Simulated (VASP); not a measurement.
A run of VASP 6.6.1 is set up as follows.

Contents of INCAR:

```
SYSTEM = Na16Cu
  PREC = Accurate
  ENCUT = 520
  EDIFF = 1E-6
  ISMEAR = 0
  SIGMA = 0.15
  LREAL = Auto
  LASPH = .TRUE.
  NELM = 60
  ALGO = Normal
  ISIF = 2
  LWAVE = .FALSE.
  LCHARG = .TRUE.
  GGA = PE
  LELF = .TRUE.
  LVHAR = .TRUE.
  NBANDS = 76
```

Contents of KPOINTS:

```
regular mesh
0
G
  2 2 2
  0 0 0
```

POSCAR

```
Na16Cu
1.0
    8.4600000000      0.0000000000      0.0000000000
    0.0000000000      8.4600000000      0.0000000000
    0.0000000000      0.0000000000      8.4600000000
Na Cu
16 1
Direct
    0.0087211584      0.0000708038      0.0519904255
    0.4475676123      0.0003254137     -0.0401542553
   -0.0188380615      0.5001791962      0.0227076832
    0.0081172577      0.0000443262      0.4468776596
    0.2695778960      0.2727687943      0.2498994090
    0.5374609929      0.5004320331     -0.0242911348
    0.4475158392      0.0003178487      0.5395445626
    0.7137885343      0.2259491726      0.2494768322
   -0.0186678487      0.5001765957      0.4770192671
    0.2697900709      0.7274387707      0.2498737589
    0.2428758865      0.3031459811      0.7498565012
    0.5373021277      0.5004268322      0.5239628842
    0.7136679669      0.7744424350      0.2494481087
    0.8036778960      0.2103813239      0.7496711584
    0.2424352246      0.6978351064      0.7498561466
    0.8035778960      0.7901581560      0.7496852246
    0.1257721040      0.0006237589      0.7492823877
```

Potentials or basis: VASP PAW PBE potentials, release 64 (Na_pv, Cu).

The run is started by

```bash
$ cat potpaw_PBE.64/Na_pv/POTCAR potpaw_PBE.64/Cu/POTCAR > POTCAR
$ mpirun -np 1 vasp_std > vasp.out
```

Estimate the pressure.

0.1 GPa.

Estimate the band gap on the k mesh.

zero (an odd number of electrons rules out a gap without spin polarisation).

Estimate the largest force.

0.006 eV/Å.

Forces in eV/Å, atoms in the order of the input:
```
Na   0.002  0.000  0.000
Na   0.006  0.000 -0.002
Na   0.005  0.000  0.001
Na   0.002  0.000  0.001
Na  -0.003  0.003  0.000
Na  -0.002 -0.001 -0.004
Na   0.006  0.000  0.001
Na   0.000 -0.003  0.000
Na   0.003  0.000 -0.002
Na  -0.004 -0.002  0.000
Na  -0.002 -0.001  0.000
Na   0.000  0.000  0.002
Na   0.001  0.004  0.001
Na  -0.006  0.000  0.000
Na  -0.001  0.001  0.000
Na  -0.006  0.001  0.000
Cu  -0.002 -0.002  0.001
```

Caveat: the k points lie up to 0.37 Å⁻¹ apart, too coarse for converged energies and pressures of a metal.
